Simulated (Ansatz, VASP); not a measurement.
**Rb in VASP and in Ansatz**

The input INCAR:

```
  PREC = Accurate
  ENCUT = 520
  EDIFF = 1E-6
  ISMEAR = -1
  SIGMA = 0.05
  LREAL = F
  LASPH = T
  NELM = 100
  ALGO = Normal
  ISIF = 2
  LWAVE = F
  LCHARG = F
  GGA = CA
  NBANDS = 10
```

KPOINTS

```
regular mesh
0
Gamma
  10 10 10
```

POSCAR

```
Rb
1.0
   -2.8060000000      2.8060000000      2.8060000000
    2.8060000000     -2.8060000000      2.8060000000
    2.8060000000      2.8060000000     -2.8060000000
Rb
1
Direct
    0.0000000000      0.0000000000      0.0000000000
```

Input for Ansatz:

```yaml
crystal:
  lattice:
    - [-2.806, 2.806, 2.806]
    - [2.806, -2.806, 2.806]
    - [2.806, 2.806, -2.806]
  atoms:
    - { symbol: Rb, position: [0.0, 0.0, 0.0] }
kpoints:
  mp_grid: { grid: [10, 10, 10] }
  band_path:
    path:
      - [0.0, 0.0, 0.0]
      - [0.5, -0.5, 0.5]
      - [0.0, 0.0, 0.5]
      - [0.0, 0.0, 0.0]
      - [0.25, 0.25, 0.25]
      - [0.5, -0.5, 0.5]
      - [0.25, 0.25, 0.25]
      - [0.0, 0.0, 0.5]
    npoints: 5
scf:
  occupations: { method: fermi_dirac, width: 0.05 }
hamiltonian:
  xc: lda
  pseudopotentials: { kind: all_electron, lapw: { basis_error: 0.0005 } }
output:
  forces: true
  stress: true
  eigenvalues: true
```

Alike in both runs: task single point; functional LDA; k mesh 10 × 10 × 10; occupations fermi-dirac, width 0.05 eV; no spin polarisation.

|  | VASP | Ansatz |
| --- | --- | --- |
| version | VASP 6.6.1 | Ansatz 0.2.0 |
| potentials or method | VASP PAW LDA potentials, release 64 (Rb_sv), cutoff 520 eV | all-electron LAPW, scalar-relativistic |

|  | VASP | Ansatz | Ansatz less VASP |
| --- | --- | --- | --- |
| pressure (GPa) | -0.4 | -0.4 | 0.00 |

LDA's correlation is that of Perdew and Zunger in VASP and of Perdew and Wang (1992) in Ansatz. Ansatz ran all-electron here, and VASP with PAW potentials.
